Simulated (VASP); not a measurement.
# Ir (P6_3/mmc) in VASP: a series of runs

Aim: see how the results for Ir move with the level of theory and the settings. Levels: PBE+D4, PBE. Tasks: relaxation of cell and atoms, single point.

Program: VASP 6.6.1. These are calculated values, not measurements. Logs are shortened: lines on timing, memory, paths and dates and some standing lists are left out, and cuts for length are marked.

**1. The cell of the first run**

It takes space group P6_3/mmc (No. 194, hexagonal). The conventional cell has a = 2.751 Å, b = 2.751 Å, c = 4.462 Å, α = 90.00°, β = 90.00°, γ = 120.00°. Within 3.6 Å of Ir (site symmetry -6m2) lie 12 Ir at 2.74 to 2.75 Å.

**2. Relaxation of cell and atoms, PBE+D4**

INCAR reads:

```
SYSTEM = Ir
PREC = Accurate
ENCUT = 600
EDIFF = 1E-7
ISMEAR = -1
SIGMA = 0.05
LREAL = .FALSE.
LASPH = .TRUE.
NELM = 80
ALGO = Normal
ISIF = 3
LWAVE = .FALSE.
LCHARG = .FALSE.
GGA = PE
IVDW = 13
IBRION = 2
NSW = 60
EDIFFG = -0.01
```

KPOINTS reads:

```
Automatic mesh
0
G
  11 11 6
  0 0 0
```

POSCAR reads:

```
Ir
1.0
    2.7513778946      0.0000000000      0.0000000000
   -1.3756889473      2.3827631521      0.0000000000
    0.0000000000      0.0000000000      4.4622900000
Ir
2
Direct
    0.3333333333      0.6666666667      0.2500000000
    0.6666666667      0.3333333333      0.7500000000
```

Potentials or basis: VASP PAW PBE potentials, release 64 (Ir).

The run is started by

```sh
> cat potpaw_PBE.64/Ir/POTCAR > POTCAR
> mpirun -np 1 vasp_std > vasp.out
```

OUTCAR:

```text
SYSTEM = Ir
   PREC = Accurate
   ENCUT = 600
   EDIFF = 1E-7
   ISMEAR = -1
   LREAL = .FALSE.
   LASPH = .TRUE.
   NELM = 80
   ISIF = 3
   GGA = PE
   IVDW = 13
   IBRION = 2
   NSW = 60
   EDIFFG = -0.01

 ion  position               nearest neighbor table
   1  0.333  0.667  0.250-   2 2.74   2 2.74   2 2.74   2 2.74   2 2.74   2 2.74
   2  0.667  0.333  0.750-   1 2.74   1 2.74   1 2.74   1 2.74   1 2.74   1 2.74

  LATTYP: Found a hexagonal cell.
 ALAT       =     2.7513778946
 C/A-ratio  =     1.6218382828

  Lattice vectors:

 A1 = (   2.7513778946,   0.0000000000,   0.0000000000)
 A2 = (  -1.3756889473,   2.3827631521,   0.0000000000)
 A3 = (   0.0000000000,   0.0000000000,   4.4622900000)

Analysis of symmetry for initial positions (statically):
=====================================================================
 Subroutine PRICEL returns:
 Original cell was already a primitive cell.

 Routine SETGRP: Setting up the symmetry group for a
 hexagonal supercell.

 Subroutine GETGRP returns: Found 24 space group operations
 (whereof 12 operations were pure point group operations)
 out of a pool of 24 trial point group operations.

The static configuration has the point symmetry D_3d.
 The point group associated with its full space group is D_6h.

Analysis of symmetry for dynamics (positions and initial velocities):
=====================================================================
 Subroutine PRICEL returns:
 Original cell was already a primitive cell.

 Routine SETGRP: Setting up the symmetry group for a
 hexagonal supercell.

 Subroutine GETGRP returns: Found 24 space group operations
 (whereof 12 operations were pure point group operations)
 out of a pool of 24 trial point group operations.

The dynamic configuration has the point symmetry D_3d.
 The point group associated with its full space group is D_6h.

 Subroutine INISYM returns: Found 24 space group operations
 (whereof 12 operations are pure point group operations),
 and found     1 'primitive' translations

----------------------------------------------------------------------------------------

                                     Primitive cell

  volume of cell :      29.2542

  direct lattice vectors                    reciprocal lattice vectors
     2.751377895  0.000000000  0.000000000     0.363454254  0.209840411  0.000000000
    -1.375688947  2.382763152  0.000000000     0.000000000  0.419680823  0.000000000
     0.000000000  0.000000000  4.462290000     0.000000000  0.000000000  0.224100182

  length of vectors
     2.751377895  2.751377895  4.462290000     0.419680823  0.419680823  0.224100182

[... 73 lines left out ...]
   ICHARG =      2    charge: 1-file 2-atom 10-const
   ISPIN  =      1    spin polarized calculation?
   LNONCOLLINEAR =      F non collinear calculations
   LSORBIT =      F    spin-orbit coupling
   LASPH  =      T    aspherical Exc in radial PAW
   ENCUT  =  600.0 eV  44.10 Ry    6.64 a.u.   5.50  5.50  8.91*2*pi/ulx,y,z
   NELM   =     80;   NELMIN=  2; NELMDL= -5     # of ELM steps
   EDIFF  = 0.1E-06   stopping-criterion for ELM
   LREAL  =      F    real-space projection
   EDIFFG = -.1E-01   stopping-criterion for IOM
   NSW    =     60    number of steps for IOM
   IBRION =      2    ionic relax: 0-MD 1-quasi-New 2-CG
   NFREE  =      1    steps in history (QN), initial steepest desc. (CG)
   ISIF   =      3    stress and relaxation
   ISYM   =      2    0-nonsym 1-usesym 2-fastsym
   POTIM  = 0.5000    time-step for ionic-motion
   TEBEG  =    0.0;   TEEND  =   0.0 temperature during run
   PSTRESS=    0.0 pullay stress
   NELECT =      18.0000    total number of electrons
   NUPDOWN=      -1.0000    fix difference up-down
   EMIN   =  10.00;   EMAX   =-10.00  energy-range for DOS
   EFERMI =   0.00;   METHOD = LEGACY
   ISMEAR =    -1;   SIGMA  =   0.05  broadening in eV -4-tet -1-fermi 0-gaus
   EFERMI_NEDOS =   21; number of points for ismear=-14 and -15
   IALGO  =     38    algorithm
   IMIX   =      4    mixing-type and parameters
     AMIX     =   0.40;   BMIX     =  1.00
     AMIX_MAG =   1.60;   BMIX_MAG =  1.00
  volume/ion in A,a.u.               =      14.63        98.71
  Fermi-wavevector in a.u.,A,eV,Ry     =   1.392417  2.631287 26.379323  1.938826
  Thomas-Fermi vector in A             =   2.516162
   LORBIT       =      0    0 simple, 1 ext, 2 COOP (PROOUT), +10 PAW based schemes
   GGA     = PE    functional components
   LHFCALC =     F    Hartree Fock is set to
   AEXX    =    0.0000 exact exchange contribution
   IVDW    =    13    specifies the selected vdW correction
   LEPSILON=     F    determine dielectric tensor
   LRPA    =     F    only Hartree local field effects (RPA)
 conjugate gradient relaxation of ions
 non-spin polarized calculation
  energy-cutoff  :      600.00
  volume of cell :       29.25
 maximum number of plane-waves:      1002
 NGX is ok and might be reduce to    24
   NGX = 11   NGY = 11   NGZ = 17

--------------------------------------- Ionic step        1  -------------------------------------------

 number of electron      17.9999998 magnetization

 Free energy of the ion-electron system (eV)
  ---------------------------------------------------
  ext. energy  EPLUGINS =         0.00000000
  ---------------------------------------------------
  free energy    TOTEN  =       -17.53653463 eV

  energy without entropy =      -17.51071651  energy(sigma->0) =      -17.52362557

 E-fermi :   9.9317     XC(G=0): -13.7904

 val. band max:        9.9206209128   @ k =   0.3636   0.1818   0.1667
 cond. band min:       9.9394173508   @ k =   0.2727   0.0909   0.3333
 fundamental gap:      0.0187964380
 Fermi energy:         9.9316803591

 k-point     1 :       0.0000    0.0000    0.0000
  band No.  band energies     occupation
      1      -0.9271      2.00000
      2       2.1085      2.00000
      3       6.1877      2.00000
      4       6.2919      2.00000
      5       6.2919      2.00000
      6       6.9161      2.00000
      7       6.9161      2.00000
      8       7.6752      2.00000
      9       7.6752      2.00000
     10       9.2131      2.00000
     11      10.2028      0.00880
     12      10.2028      0.00880
     13      16.7260      0.00000
[... 487 lines left out ...]
--------------------------------------- Ionic step        4  -------------------------------------------

 number of electron      18.0000000 magnetization

 Free energy of the ion-electron system (eV)
  ---------------------------------------------------
  ext. energy  EPLUGINS =         0.00000000
  ---------------------------------------------------
  free energy    TOTEN  =       -17.51602074 eV

  energy without entropy =      -17.49131847  energy(sigma->0) =      -17.50366961

 E-fermi :  10.4089     XC(G=0): -13.9537

 val. band max:       10.3981067084   @ k =   0.3636   0.1818   0.1667
 cond. band min:      10.4135062581   @ k =   0.2727   0.0909   0.3333
 fundamental gap:      0.0153995498
 Fermi energy:        10.4089364495

 k-point     1 :       0.0000    0.0000    0.0000
  band No.  band energies     occupation
      1      -0.7517      2.00000
      2       2.2918      2.00000
      3       6.5028      2.00000
      4       6.6041      2.00000
      5       6.6041      2.00000
      6       7.2594      2.00000
      7       7.2594      2.00000
      8       8.0487      2.00000
      9       8.0487      2.00000
     10       9.6139      2.00000
     11      10.6906      0.00712
     12      10.6906      0.00712
     13      17.4622      0.00000
[... 401 lines left out ...]
  FREE ENERGIE OF THE ION-ELECTRON SYSTEM (eV)
  ---------------------------------------------------
  free  energy   TOTEN  =       -19.3539012093 eV

  energy  without entropy=      -19.3291989381  energy(sigma->0) =      -19.34155007

 reached required accuracy - stopping structural energy minimisation
```

OSZICAR:

```text
N       E                     dE             d eps       ncg     rms          rms(c)
DAV:   1     0.164690601445E+03    0.16469E+03   -0.93403E+03  1664   0.155E+03
[... 34 lines left out ...]
   3 F= -.19353859E+02 E0= -.19341488E+02  d E =-.249620E-01
       N       E                     dE             d eps       ncg     rms          rms(c)
DAV:   1    -0.175161248021E+02    0.15948E-02   -0.37966E-03  1699   0.939E-01    0.986E-02
DAV:   2    -0.175160295067E+02    0.95295E-04   -0.17888E-04  1794   0.188E-01    0.356E-02
DAV:   3    -0.175160198419E+02    0.96649E-05   -0.37735E-05  2071   0.811E-02    0.109E-02
DAV:   4    -0.175160207921E+02   -0.95025E-06   -0.13972E-06  1754   0.133E-02    0.110E-03
DAV:   5    -0.175160207445E+02    0.47624E-07   -0.71881E-08   912   0.321E-03
   4 F= -.19353901E+02 E0= -.19341550E+02  d E =-.250045E-01
```

CONTCAR:

```text
Ir
   1.00000000000000
     2.7265825636698682   -0.0000000000000000    0.0000000000000000
    -1.3632912818349341    2.3612897656201977   -0.0000000000000000
     0.0000000000000000   -0.0000000000000000    4.4204916263345444
  Ir
     2
Direct
     0.3333333332999970    0.6666666667000030    0.2500000000000000
     0.6666666667000030    0.3333333332999970    0.7500000000000000

  0.00000000E+00  0.00000000E+00  0.00000000E+00
  0.00000000E+00  0.00000000E+00  0.00000000E+00
```

Wall time 68 s (1 thread of Intel Xeon Platinum 8375C at 2.90GHz (Ice Lake), shared host); peak memory 0.18 GiB.

What came out:

| Quantity | Value |
| --- | --- |
| Free energy | -19.3539 eV |
| Relaxed volume | 14.23 Å³/atom |
| Relaxed cell | a = 2.727 Å, b = 2.727 Å, c = 4.420 Å, α = 90.00°, β = 90.00°, γ = 120.00° |
| Space group after relaxing (to 0.05 Å) | P6_3/mmc (No. 194) |
| Energy gained by relaxing | 12.5 meV/atom |
| Ionic steps | 4 |
| Pressure after relaxing | -0.1 GPa |
| Band gap on the k mesh | zero (band 9 reaches 11.38 eV, above the bottom of band 10 at 8.16 eV) |
| Dispersion energy per atom | -0.919 eV |

Step by step:
```tsv
step	energy change (eV)	largest force (eV/Å)	pressure (GPa)	volume (Å³)
1	0.0000	0.0000	-9.71	29.25
2	0.3736	0.0000	50.72	25.66
3	-0.0250	0.0000	-0.47	28.49
4	-0.0250	0.0000	-0.07	28.46
```

Final structure:
```yaml
crystal:
  lattice:
    - [2.72658, 0.00000, 0.00000]
    - [-1.36329, 2.36129, 0.00000]
    - [0.00000, 0.00000, 4.42049]
  atoms:
    - { symbol: Ir, position: [0.33333, 0.66667, 0.25000] }
    - { symbol: Ir, position: [0.66667, 0.33333, 0.75000] }
```

Levels at points of the mesh, in eV from the Fermi level:
| k point | band 5 | band 6 | band 7 | band 8 | band 9 | band 10 | band 11 | band 12 | band 13 |
| --- | --- | --- | --- | --- | --- | --- | --- | --- | --- |
| (0.00, 0.00, 0.00) | -3.80 | -3.15 | -3.15 | -2.36 | -2.36 | -0.80 | 0.28 | 0.28 | 7.05 |
| (0.00, 0.00, 0.50) | -3.93 | -3.93 | -3.93 | -3.93 | -0.46 | -0.46 | -0.46 | -0.46 | 13.64 |

Caveat: spin-orbit coupling is left out, which moves the levels of the heavy elements; pairwise dispersion overbinds metals, which lowers pressure and volume.

**3. Single point, PBE**

This run uses another cell than the first one, of 14.49 Å³/atom, 0.990 times its volume.

INCAR reads:

```
SYSTEM = Ir
ALGO = Fast
EDIFF = 1E-7
ENCUT = 520
GGA = PE
ISIF = 2
ISMEAR = -1
LASPH = .TRUE.
LCHARG = .TRUE.
LELF = .TRUE.
LREAL = .FALSE.
LVHAR = .TRUE.
LWAVE = .FALSE.
NBANDS = 16
NELM = 80
PREC = Accurate
SIGMA = 0.05
```

KPOINTS reads:

```
k-points
0
G
  11 11 6
  0 0 0
```

POSCAR reads:

```
Ir
1.0
    2.7434549631      0.0000000000      0.0000000000
   -1.3717274815      2.3759016922      0.0000000000
    0.0000000000      0.0000000000      4.4453079371
Ir
2
Direct
    0.3333333333      0.6666666667      0.2500000000
    0.6666666667      0.3333333333      0.7500000000
```

Potentials or basis: VASP PAW PBE potentials, release 64 (Ir).

The run is started by

```sh
> cat potpaw_PBE.64/Ir/POTCAR > POTCAR
> mpirun -np 1 vasp_std > vasp.out
```

OUTCAR:

```text
SYSTEM = Ir
   EDIFF = 1E-7
   ENCUT = 520
   GGA = PE
   ISIF = 2
   ISMEAR = -1
   LASPH = .TRUE.
   LREAL = .FALSE.
   NELM = 80
   PREC = Accurate

 ion  position               nearest neighbor table
   1  0.333  0.667  0.250-   2 2.73   2 2.73   2 2.73   2 2.73   2 2.73   2 2.73
   2  0.667  0.333  0.750-   1 2.73   1 2.73   1 2.73   1 2.73   1 2.73   1 2.73

  LATTYP: Found a hexagonal cell.
 ALAT       =     2.7434549631
 C/A-ratio  =     1.6203320255

  Lattice vectors:

 A1 = (   2.7434549631,   0.0000000000,   0.0000000000)
 A2 = (  -1.3717274815,   2.3759016922,   0.0000000000)
 A3 = (   0.0000000000,   0.0000000000,   4.4453079371)

Analysis of symmetry for initial positions (statically):
=====================================================================
 Subroutine PRICEL returns:
 Original cell was already a primitive cell.

 Routine SETGRP: Setting up the symmetry group for a
 hexagonal supercell.

 Subroutine GETGRP returns: Found 24 space group operations
 (whereof 12 operations were pure point group operations)
 out of a pool of 24 trial point group operations.

The static configuration has the point symmetry D_3d.
[... 163 lines left out ...]
 E-fermi :  10.0976     XC(G=0): -13.8473

 val. band max:       10.0894687458   @ k =   0.3636   0.1818   0.1667
 cond. band min:      10.1017454648   @ k =   0.2727   0.0909   0.3333
 fundamental gap:      0.0122767190
 Fermi energy:        10.0975900361

 k-point     1 :       0.0000    0.0000    0.0000
  band No.  band energies     occupation
      1      -0.8670      2.00000
      2       2.1737      2.00000
      3       6.3043      2.00000
      4       6.3997      2.00000
      5       6.3997      2.00000
      6       7.0363      2.00000
[... 433 lines left out ...]
      3       4.9157      2.00000
      4       5.1443      2.00000
      5       6.1147      2.00000
      6       6.7183      2.00000
[... 8 lines left out ...]
     15      25.2930      0.00000
     16      26.6467      0.00000

 [... further k-points ...]

------------------------ aborting loop because EDIFF is reached ----------------------------------------

  FORCE on cell =-STRESS in cart. coord.  units (eV):
  Direction    XX          YY          ZZ          XY          YZ          ZX
  --------------------------------------------------------------------------------------
  -------------------------------------------------------------------------------------
  Total        0.4560474      0.4560474      0.4593393      0.0000000      0.0000000      0.0000000
  in kB       25.2169421     25.2169421     25.3989655      0.0000000      0.0000000      0.0000000
  external PRESSURE =      25.2776166 kB  Pullay stress =       0.0000000 kB

 VOLUME and BASIS-vectors are now :
 -----------------------------------------------------------------------------
  energy-cutoff  :      520.00
  volume of cell :       28.98
      direct lattice vectors                 reciprocal lattice vectors
     2.743454963  0.000000000  0.000000000     0.364503888  0.210446418  0.000000000
    -1.371727482  2.375901692  0.000000000     0.000000000  0.420892835  0.000000000
     0.000000000  0.000000000  4.445307937     0.000000000  0.000000000  0.224956294

 POSITION                                       TOTAL-FORCE (eV/Angst)
 -----------------------------------------------------------------------------------
     -0.00000      1.58393      1.11133         0.000000     -0.000000      0.000000
      1.37173      0.79197      3.33398        -0.000000      0.000000      0.000000
 -----------------------------------------------------------------------------------
    total drift:                                0.000000     -0.000000     -0.000000

  FREE ENERGIE OF THE ION-ELECTRON SYSTEM (eV)
  ---------------------------------------------------
  free  energy   TOTEN  =       -17.5345464224 eV

  energy  without entropy=      -17.5090594852  energy(sigma->0) =      -17.52180295
```

stdout:

```text
POSCAR found type information on POSCAR Ir
 POSCAR found :  1 types and       2 ions
 scaLAPACK will be used
 LDA part: xc-table for (Slater+PW92), standard interpolation
 POSCAR, INCAR and KPOINTS ok, starting setup
 FFT: planning ... GRIDC
 FFT: planning ... GRID_SOFT
 FFT: planning ... GRID
 WAVECAR not read
 entering main loop
```

Wall time 40 s (1 thread of Intel Xeon Platinum 8259CL at 2.50GHz (Skylake/Cascade Lake), shared host); peak memory 0.15 GiB.

Results:

```yaml
Free_energy: -17.5345 eV
Pressure: 2.5 GPa
Band_gap_on_the_k_mesh: zero (band 9 reaches 11.04 eV, above the bottom of band 10 at 7.91 eV)
```

Caveat: spin-orbit coupling is left out, which moves the levels of the heavy elements.
